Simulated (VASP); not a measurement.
# Br (Pm-3m) in VASP: a series of runs

Br is run at these levels: PBE; tasks: single point.

All numbers are computed with VASP 6.6.1; they aren't measurements. Logs are shortened: lines on timing, memory, paths and dates and some standing lists are left out, and cuts for length are marked.

## Step 1: The cell of the first run

The structure is cubic, space group Pm-3m (No. 221). The conventional cell has a = 2.731 Å, b = 2.731 Å, c = 2.731 Å, α = 90.00°, β = 90.00°, γ = 90.00°. Br (site symmetry m-3m) has 6 Br at 2.73 Å within 3.6 Å.

## Step 2: Single point, PBE (20.36 Å³/atom)

Input file INCAR:

```
ALGO = Normal
EDIFF = 1E-6
ENCUT = 520
GGA = PE
ISIF = 2
ISMEAR = -1
LASPH = True
LCHARG = False
LREAL = False
LWAVE = False
NBANDS = 10
NELM = 60
PREC = Accurate
SIGMA = 0.1
```

Input file KPOINTS:

```
k-points
0
Gamma
  12 12 12
```

Input file POSCAR:

```
Br
1.0
    2.7307727544      0.0000000000      0.0000000000
    0.0000000000      2.7307727544      0.0000000000
    0.0000000000      0.0000000000      2.7307727544
Br
1
Direct
    0.0000000000      0.0000000000      0.0000000000
```

Potentials or basis: VASP PAW PBE potentials, release 64 (Br).

Started as:

```bash
> cat potpaw_PBE.64/Br/POTCAR > POTCAR
> mpirun -np 1 vasp_std > vasp.out
```

OUTCAR:

```text
EDIFF = 1E-6
   ENCUT = 520
   GGA = PE
   ISIF = 2
   ISMEAR = -1
   LASPH = True
   LREAL = False
   NELM = 60
   PREC = Accurate

 ion  position               nearest neighbor table
   1  0.000  0.000  0.000-

  LATTYP: Found a simple cubic cell.
 ALAT       =     2.7307727544

  Lattice vectors:

 A1 = (   2.7307727544,   0.0000000000,   0.0000000000)
 A2 = (   0.0000000000,   2.7307727544,   0.0000000000)
 A3 = (   0.0000000000,   0.0000000000,   2.7307727544)

Analysis of symmetry for initial positions (statically):
=====================================================================
 Subroutine PRICEL returns:
 Original cell was already a primitive cell.

 Routine SETGRP: Setting up the symmetry group for a
 simple cubic supercell.

 Subroutine GETGRP returns: Found 48 space group operations
 (whereof 48 operations were pure point group operations)
 out of a pool of 48 trial point group operations.

The static configuration has the point symmetry O_h .

Analysis of symmetry for dynamics (positions and initial velocities):
=====================================================================
 Subroutine PRICEL returns:
 Original cell was already a primitive cell.

 Routine SETGRP: Setting up the symmetry group for a
 simple cubic supercell.

 Subroutine GETGRP returns: Found 48 space group operations
 (whereof 48 operations were pure point group operations)
 out of a pool of 48 trial point group operations.

The dynamic configuration has the point symmetry O_h .

 Subroutine INISYM returns: Found 48 space group operations
 (whereof 48 operations are pure point group operations),
 and found     1 'primitive' translations

----------------------------------------------------------------------------------------

                                     Primitive cell

  volume of cell :      20.3637

  direct lattice vectors                    reciprocal lattice vectors
     2.730772754  0.000000000  0.000000000     0.366196711  0.000000000  0.000000000
     0.000000000  2.730772754  0.000000000     0.000000000  0.366196711  0.000000000
     0.000000000  0.000000000  2.730772754     0.000000000  0.000000000  0.366196711

  length of vectors
     2.730772754  2.730772754  2.730772754     0.366196711  0.366196711  0.366196711

  position of ions in fractional coordinates (direct lattice)
     0.000000000  0.000000000  0.000000000

  ion indices of the primitive-cell ions
   primitive index   ion index
                 1           1

----------------------------------------------------------------------------------------

 KPOINTS: k-points

Automatic generation of k-mesh.
 Grid dimensions read from file:
 generate k-points for:   12   12   12

 Generating k-lattice:

  Cartesian coordinates                     Fractional coordinates (reciprocal lattice)
     0.030516393  0.000000000  0.000000000     0.083333333  0.000000000  0.000000000
     0.000000000  0.030516393  0.000000000     0.000000000  0.083333333  0.000000000
     0.000000000  0.000000000  0.030516393     0.000000000  0.000000000  0.083333333

  Length of vectors
     0.030516393  0.030516393  0.030516393

  Shift w.r.t. Gamma in fractional coordinates (k-lattice)
     0.000000000  0.000000000  0.000000000

 Subroutine IBZKPT returns following result:
 ===========================================

 Found     84 irreducible k-points:

 Following reciprocal coordinates:
            Coordinates               Weight
  0.000000  0.000000  0.000000      1.000000
  0.083333  0.000000  0.000000      6.000000
  0.166667  0.000000  0.000000      6.000000
  0.250000  0.000000  0.000000      6.000000
  0.333333  0.000000  0.000000      6.000000
  0.416667  0.000000  0.000000      6.000000
[... 16 lines left out ...]
  0.333333  0.333333  0.000000     12.000000
  0.416667  0.333333  0.000000     24.000000
 [... further k-points ...]
   k-points           NKPTS =     84   k-points in BZ     NKDIM =     84   number of bands    NBANDS=     10
   number of dos      NEDOS =    301   number of ions     NIONS =      1
   total plane-waves  NPLWV =   8000
   dimension x,y,z NGX =    20 NGY =   20 NGZ =   20
   dimension x,y,z NGXF=    40 NGYF=   40 NGZF=   40
   ions per type =               1
   NGX,Y,Z   is equivalent  to a cutoff of  12.18, 12.18, 12.18 a.u.
   NGXF,Y,Z  is equivalent  to a cutoff of  24.35, 24.35, 24.35 a.u.
 SYSTEM =  unknown system
   PREC   = accura    normal or accurate (medium, high low for compatibility)
   ISTART =      0    job   : 0-new  1-cont  2-samecut
   ICHARG =      2    charge: 1-file 2-atom 10-const
   ISPIN  =      1    spin polarized calculation?
   LNONCOLLINEAR =      F non collinear calculations
   LSORBIT =      F    spin-orbit coupling
   LASPH  =      T    aspherical Exc in radial PAW
   ENCUT  =  520.0 eV  38.22 Ry    6.18 a.u.   5.08  5.08  5.08*2*pi/ulx,y,z
   NELM   =     60;   NELMIN=  2; NELMDL= -5     # of ELM steps
   EDIFF  = 0.1E-05   stopping-criterion for ELM
   LREAL  =      F    real-space projection
   EDIFFG = 0.1E-04   stopping-criterion for IOM
   NSW    =      0    number of steps for IOM
   IBRION =     -1    ionic relax: 0-MD 1-quasi-New 2-CG
   NFREE  =      0    steps in history (QN), initial steepest desc. (CG)
   ISIF   =      2    stress and relaxation
   ISYM   =      2    0-nonsym 1-usesym 2-fastsym
   POTIM  = 0.5000    time-step for ionic-motion
   TEBEG  =    0.0;   TEEND  =   0.0 temperature during run
   PSTRESS=    0.0 pullay stress
   NELECT =       7.0000    total number of electrons
   NUPDOWN=      -1.0000    fix difference up-down
   EMIN   =  10.00;   EMAX   =-10.00  energy-range for DOS
   EFERMI =   0.00;   METHOD = LEGACY
   ISMEAR =    -1;   SIGMA  =   0.10  broadening in eV -4-tet -1-fermi 0-gaus
   EFERMI_NEDOS =   21; number of points for ismear=-14 and -15
   IALGO  =     38    algorithm
   IMIX   =      4    mixing-type and parameters
     AMIX     =   0.40;   BMIX     =  1.00
     AMIX_MAG =   1.60;   BMIX_MAG =  1.00
  volume/ion in A,a.u.               =      20.36       137.42
  Fermi-wavevector in a.u.,A,eV,Ry     =   1.146802  2.167142 17.893782  1.315156
  Thomas-Fermi vector in A             =   2.283485
   LORBIT       =      0    0 simple, 1 ext, 2 COOP (PROOUT), +10 PAW based schemes
   GGA     = PE    functional components
   LHFCALC =     F    Hartree Fock is set to
   AEXX    =    0.0000 exact exchange contribution
   IVDW    =     0    specifies the selected vdW correction
   LEPSILON=     F    determine dielectric tensor
   LRPA    =     F    only Hartree local field effects (RPA)
 non-spin polarized calculation
  energy-cutoff  :      520.00
  volume of cell :       20.36
 maximum number of plane-waves:       560
   NGX = 11   NGY = 11   NGZ = 11

 number of electron       7.0000002 magnetization

 Free energy of the ion-electron system (eV)
  ---------------------------------------------------
  ext. energy  EPLUGINS =         0.00000000
  ---------------------------------------------------
  free energy    TOTEN  =        -0.61142824 eV

  energy without entropy =       -0.58712491  energy(sigma->0) =       -0.59927657

 E-fermi :   5.9153     XC(G=0): -10.3505

 val. band max:        5.9032220309   @ k =   0.2500   0.2500   0.0833
 cond. band min:       5.9470220361   @ k =   0.1667   0.0833   0.0000
 fundamental gap:      0.0438000052
 Fermi energy:         5.9152642164

 k-point     1 :       0.0000    0.0000    0.0000
  band No.  band energies     occupation
      1     -12.9842      2.00000
      2       5.5910      1.92480
      3       5.5910      1.92480
      4       5.5910      1.92480
      5      13.2562      0.00000
      6      13.4251      0.00000
      7      13.4251      0.00000
      8      28.2670      0.00000
      9      28.2670      0.00000
     10      28.2670      0.00000

 k-point     2 :       0.0833    0.0000    0.0000
  band No.  band energies     occupation
      1     -12.8864      2.00000
      2       4.6358      1.99999
      3       5.6648      1.84898
      4       5.6648      1.84898
      5      13.4295      0.00000
      6      13.5279      0.00000
      7      14.5543      0.00000
      8      26.6649      0.00000
      9      26.6649      0.00000
     10      28.3432      0.00000

 k-point     3 :       0.1667    0.0000    0.0000
  band No.  band energies     occupation
      1     -12.6030      2.00000
      2       2.7089      2.00000
      3       5.8743      1.20211
      4       5.8743      1.20211
      5      13.8087      0.00000
      6      13.8280      0.00000
      7      17.0745      0.00000
      8      24.4466      0.00000
      9      24.4466      0.00000
     10      27.4213      0.00000

 k-point     4 :       0.2500    0.0000    0.0000
  band No.  band energies     occupation
      1     -12.1678      2.00000
      2       0.7162      2.00000
      3       6.1822      0.12964
      4       6.1822      0.12964
      5      14.2947      0.00000
      6      14.4303      0.00000
      7      19.6050      0.00000
      8      22.4694      0.00000
      9      22.4694      0.00000
     10      26.1097      0.00000
[... 222 lines left out ...]
 k-point    22 :       0.5000    0.2500    0.0000
  band No.  band energies     occupation
      1     -10.2151      2.00000
      2      -1.8245      2.00000
      3       2.4619      2.00000
      4       7.4399      0.00000
      5      11.9811      0.00000
      6      17.2479      0.00000
      7      20.4138      0.00000
      8      21.6759      0.00000
      9      22.7608      0.00000
     10      24.5238      0.00000

 k-point    23 :       0.3333    0.3333    0.0000
  band No.  band energies     occupation
      1     -10.3391      2.00000
      2       0.2504      2.00000
      3       0.2570      2.00000
      4       7.3954      0.00000
      5      11.7621      0.00000
      6      16.9331      0.00000
      7      21.9798      0.00000
      8      22.6846      0.00000
      9      23.2899      0.00000
     10      23.8214      0.00000

 k-point    24 :       0.4167    0.3333    0.0000
  band No.  band energies     occupation
      1      -9.8953      2.00000
      2      -0.9111      2.00000
      3       0.6571      2.00000
      4       7.6474      0.00000
      5      10.6235      0.00000
      6      17.6150      0.00000
      7      21.3026      0.00000
      8      22.8473      0.00000
      9      22.8492      0.00000
     10      24.1465      0.00000

 [... further k-points ...]

------------------------ aborting loop because EDIFF is reached ----------------------------------------

  FORCE on cell =-STRESS in cart. coord.  units (eV):
  Direction    XX          YY          ZZ          XY          YZ          ZX
  --------------------------------------------------------------------------------------
  -------------------------------------------------------------------------------------
  Total        3.8698255      3.8698255      3.8698255      0.0000000      0.0000000     -0.0000000
  in kB      304.4705395    304.4705395    304.4705395      0.0000000      0.0000000     -0.0000000
  external PRESSURE =     304.4705395 kB  Pullay stress =       0.0000000 kB

 VOLUME and BASIS-vectors are now :
 -----------------------------------------------------------------------------
  energy-cutoff  :      520.00
  volume of cell :       20.36
      direct lattice vectors                 reciprocal lattice vectors
     2.730772754  0.000000000  0.000000000     0.366196711  0.000000000  0.000000000
     0.000000000  2.730772754  0.000000000     0.000000000  0.366196711  0.000000000
     0.000000000  0.000000000  2.730772754     0.000000000  0.000000000  0.366196711

 POSITION                                       TOTAL-FORCE (eV/Angst)
 -----------------------------------------------------------------------------------
      0.00000      0.00000      0.00000         0.000000      0.000000      0.000000
 -----------------------------------------------------------------------------------
    total drift:                               -0.000000     -0.000000      0.000000

  FREE ENERGIE OF THE ION-ELECTRON SYSTEM (eV)
  ---------------------------------------------------
  free  energy   TOTEN  =        -0.6114282386 eV

  energy  without entropy=       -0.5871249086  energy(sigma->0) =       -0.59927657
```

Wall time 8.9 s (1 thread of Intel Xeon 8259CL, shared host); peak memory 0.13 GiB.

What came out:

- Free energy: -0.6114 eV
- Pressure: 30.4 GPa
- Band gap on the k mesh: zero (an odd number of electrons rules out a gap without spin polarisation)

Caveat: the cell stands under pressure; an odd number of electrons without spin polarisation forces a metal; a magnetic or distorted state may lie lower.

[end of part 1 of 2]
